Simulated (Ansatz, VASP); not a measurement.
# One calculation of BeGe3, two programs

Contents of INCAR:

```
SYSTEM = BeGe3
PREC = Accurate ; ENCUT = 600
EDIFF = 1E-6 ; ISMEAR = 0
SIGMA = 0.1 ; LREAL = .FALSE.
LASPH = .TRUE. ; NELM = 60
ALGO = Normal ; ISIF = 3
LWAVE = .FALSE. ; LCHARG = .FALSE.
GGA = PE ; IBRION = 2
NSW = 90 ; EDIFFG = -0.04
```

The input KPOINTS:

```
regular mesh
0
G
  4 4 4
  0 0 0
```

POSCAR

```
BeGe3
1.0
    3.9024335175      0.0000000000      0.0000000000
    0.0000000000      3.9024335175      0.0000000000
    0.0000000000      0.0000000000      3.9024335175
Be Ge
1 3
Direct
    0.0000000000      0.0000000000      0.0000000000
    0.0000000000      0.5000000000      0.5000000000
    0.5000000000      0.0000000000      0.5000000000
    0.5000000000      0.5000000000      0.0000000000
```

Input for Ansatz:

```yaml
crystal:
  lattice:
    - [3.9024335175, 0.0, 0.0]
    - [0.0, 3.9024335175, 0.0]
    - [0.0, 0.0, 3.9024335175]
  atoms:
    - { symbol: Be, position: [0.0, 0.0, 0.0] }
    - { symbol: Ge, position: [0.0, 0.5, 0.5] }
    - { symbol: Ge, position: [0.5, 0.0, 0.5] }
    - { symbol: Ge, position: [0.5, 0.5, 0.0] }
basis:
  ecutwfc: 420
kpoints:
  mp_grid: { grid: [4, 4, 4] }
hamiltonian:
  xc: pbe
scf:
  occupations: { method: gaussian, width: 0.1 }
  lower_state_search: "off"
output:
  forces: true
  stress: true
  eigenvalues: true
relax:
  adjacent_minimum: "off"
  f_tol: 0.04
  max_steps: 70
  cell: { stress_tol: 0.4 }
```

Alike in both runs: task relaxation of cell and atoms; functional PBE; k mesh 4 × 4 × 4; occupations gaussian, width 0.1 eV; no spin polarisation.

```csv
,VASP,Ansatz
version,VASP 6.6.1,Ansatz 0.2.0
potentials or method,"VASP PAW PBE potentials, release 64 (Be, Ge_d), cutoff 600 eV","scalar-relativistic, plane waves, PAW"
valence electrons in the cell,44,44
```

Ansatz gave:

| Property | Result |
| --- | --- |
| gap on the k mesh at the Fermi level, each at its own relaxed structure (eV) | none |
| relaxed volume (Å³/atom) | 16.76 |
| relaxed length of the cell vector where the two differ most in proportion (Å) | 4.063 |

Task: Which values does VASP return?

Result: gap on the k mesh at the Fermi level, each at its own relaxed structure (eV): none; relaxed volume (Å³/atom): 16.73; relaxed length of the cell vector where the two differ most in proportion (Å): 4.060.

A gap of «none» marks a metal or a gap that the smearing closes.

The k mesh is coarse, so the values compare programs but aren't converged.
